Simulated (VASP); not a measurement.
Input of a VASP 6.6.1 run:

Contents of INCAR:

```
SYSTEM = MoS2
PREC = Accurate ; ENCUT = 520
EDIFF = 1E-6 ; ISMEAR = 0
SIGMA = 0.05 ; LREAL = .False.
LASPH = .True. ; NELM = 60
ALGO = Normal ; ISIF = 2
LWAVE = .False. ; LCHARG = .False.
GGA = PE ; IVDW = 12
NBANDS = 35
```

File KPOINTS:

```
regular mesh
0
Gamma
  12 12 4
  0 0 0
```

File POSCAR:

```
MoS2
1.0
    3.0706239931      0.0000000000      0.0000000000
   -1.5353119966      2.6592383835      0.0000000000
    0.0000000000      0.0000000000     11.7894728657
Mo S
2 4
Direct
    0.1851443981      0.6666666667      0.2500000000
    0.8148556019      0.3333333333      0.7500000000
    0.4805096921      0.6666666667      0.6204968003
    0.5194903079      0.3333333333      0.1204968003
    0.4805096921      0.6666666667      0.8795031997
    0.5194903079      0.3333333333      0.3795031997
```

Potentials or basis: VASP PAW PBE potentials, release 64 (Mo_sv, S).

Launch:

```sh
$ cat potpaw_PBE.64/Mo_sv/POTCAR potpaw_PBE.64/S/POTCAR > POTCAR
$ mpirun -np 1 vasp_std > vasp.out
```

Problem. What does it give for the dispersion energy per atom?

Solution. -0.473 eV.

Problem. What does it give for the pressure?

Solution. 14.7 GPa.

Problem. Predict the largest force.

Solution. 1.144 eV/Å.

Stress tensor (GPa, compression positive):
```
13.16 -0.16  0.00
-0.16 14.02  0.00
 0.00  0.00 16.85
```

Caveat: the cell differs from its parent crystal (atoms displaced along a vibrational mode, the cell strained); the cell stands under pressure; forces of over 1 eV/Å act on the atoms, so gaps and moduli don't describe the material at rest.
